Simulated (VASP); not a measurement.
Set up this calculation in VASP 6.6.1, as the native input.

| Property | Result |
| --- | --- |
| Task | single point |
| Functional | PBE |
| Dispersion | D3(BJ) |
| Potentials or basis | VASP PAW PBE potentials, release 64 (Sn_d, O) |
| Cutoff | 520 eV |
| k mesh | 7 × 7 × 1 |
| Occupations | gaussian, width 0.05 eV |
| Spin | no spin polarisation |
| Dipole correction | yes |
| Further INCAR settings | ALGO = Normal; EDIFF = 1e-06; NBANDS = 50 |

The structure of SnO lies in POSCAR:

```
SnO
1.0
    3.8201526160      0.0002954389      0.0000000000
   -0.0003145156      3.8201526145      0.0000000000
    0.0000000000      0.0000000000     22.2260756252
Sn O
4 4
Direct
    0.9999453016      0.9999453016      0.2024648920
    0.4999453016      0.4999453016      0.3087831576
    0.7499453016      0.7499453016      0.5202464892
    0.2499453016      0.2499453016      0.6265647548
    0.9999461184      0.4999461184      0.2556240248
    0.4999461184      0.9999461184      0.2556240248
    0.7499461184      0.2499461184      0.5734056220
    0.2499461184      0.7499461184      0.5734056220
```

This cell differs from its parent crystal: layers slid over each other.

These files were run (other wordings do the same):

INCAR

```
SYSTEM = SnO
PREC     = Accurate       ! precision mode
ENCUT    = 520            ! plane-wave cutoff, eV
EDIFF    = 1E-6           ! SCF threshold, eV
ISMEAR   = 0              ! smearing method
SIGMA    = 0.05           ! smearing width, eV
LREAL    = .FALSE.        ! projectors in reciprocal space
LASPH    = .TRUE.         ! aspherical terms in the spheres
NELM     = 100            ! most SCF steps
ALGO     = Normal         ! electronic algorithm
ISIF     = 2              ! what is computed and relaxed
LWAVE    = .FALSE.        ! write WAVECAR
LCHARG   = .TRUE.         ! write CHGCAR
LDIPOL   = .TRUE.       
IDIPOL   = 3            
DIPOL    = 0.5 0.5 0.415
GGA      = PE             ! functional
IVDW     = 12             ! dispersion correction
LELF     = .TRUE.         ! ELF
LVHAR    = .TRUE.       
LVACPOTAV= .TRUE.       
NBANDS   = 50             ! bands
```

KPOINTS

```
Automatic mesh
0
G
  7 7 1
  0 0 0
```

Potentials or basis: VASP PAW PBE potentials, release 64 (Sn_d, O).

Command:

```console
$ cat potpaw_PBE.64/Sn_d/POTCAR potpaw_PBE.64/O/POTCAR > POTCAR
$ mpirun -np 1 vasp_std > vasp.out
```

It gave:

* Largest force: 0.146 eV/Å
* Band gap on the k mesh: 2.65 eV (least direct gap 2.67 eV)
* Dispersion energy per atom: -0.150 eV

Caveat: the cell differs from its parent crystal (layers slid over each other); spin-orbit coupling is left out, which moves the levels of the heavy elements.

Run time: 4 min on 1 thread of Intel(R) Xeon(R) Platinum 8488C (Sapphire Rapids) (shared host), peak memory 0.43 GiB.
